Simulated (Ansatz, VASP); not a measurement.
## One calculation of Sc, two programs

The input INCAR:

```
SYSTEM = Sc
PREC = Accurate
ENCUT = 520
EDIFF = 1E-7
ISMEAR = 0
SIGMA = 0.15
LREAL = .FALSE.
LASPH = .TRUE.
NELM = 80
ALGO = Fast
ISIF = 2
LWAVE = .FALSE.
LCHARG = .FALSE.
GGA = PE
NBANDS = 18
```

The input KPOINTS:

```
Automatic mesh
0
G
  18 18 10
  0 0 0
```

Contents of POSCAR:

```
Sc
1.0
    3.4929893850      0.0000000000      0.0000000000
   -1.7464946925      3.0250175426      0.0000000000
    0.0000000000      0.0000000000      4.7270665522
Sc
2
Direct
    0.3333333333      0.6666666667      0.2500000000
    0.6666666667      0.3333333333      0.7500000000
```

Input for Ansatz:

```yaml
crystal:
  lattice:
    - [3.492989385, 0.0, 0.0]
    - [-1.7464946925, 3.0250175426, 0.0]
    - [0.0, 0.0, 4.7270665522]
  atoms:
    - { symbol: Sc, position: [0.3333333333, 0.6666666667, 0.25] }
    - { symbol: Sc, position: [0.6666666667, 0.3333333333, 0.75] }
basis:
  ecutwfc: 420
kpoints:
  mp_grid: { grid: [18, 18, 10] }
hamiltonian:
  xc: pbe
scf:
  occupations: { method: gaussian, width: 0.15 }
output:
  forces: true
  stress: true
  eigenvalues: true
  write_density: true
  write_potential: true
  elf: true
  volumetric_format: npy
```

Alike in both runs: task single point; functional PBE; k mesh 18 × 18 × 10; occupations gaussian, width 0.15 eV; no spin polarisation.

|  | VASP | Ansatz |
| --- | --- | --- |
| version | VASP 6.6.1 | Ansatz 0.2.0 |
| potentials or method | VASP PAW PBE potentials, release 64 (Sc_sv), cutoff 520 eV | scalar-relativistic, plane waves, PAW |
| valence electrons in the cell | 22 | 22 |

|  | VASP | Ansatz | Ansatz less VASP |
| --- | --- | --- | --- |
| gap on the k mesh at the Fermi level (eV) | none | none | - |
| pressure (GPa) | -0.5 | -0.5 | -0.03 |
| traceless stress, the component that is largest in VASP (GPa) | 6.42 | 6.41 | -0.007 |

A gap of «none» marks a metal or a gap that the smearing closes. The functional is the same, so the differences come from potentials, cutoffs and numerics.
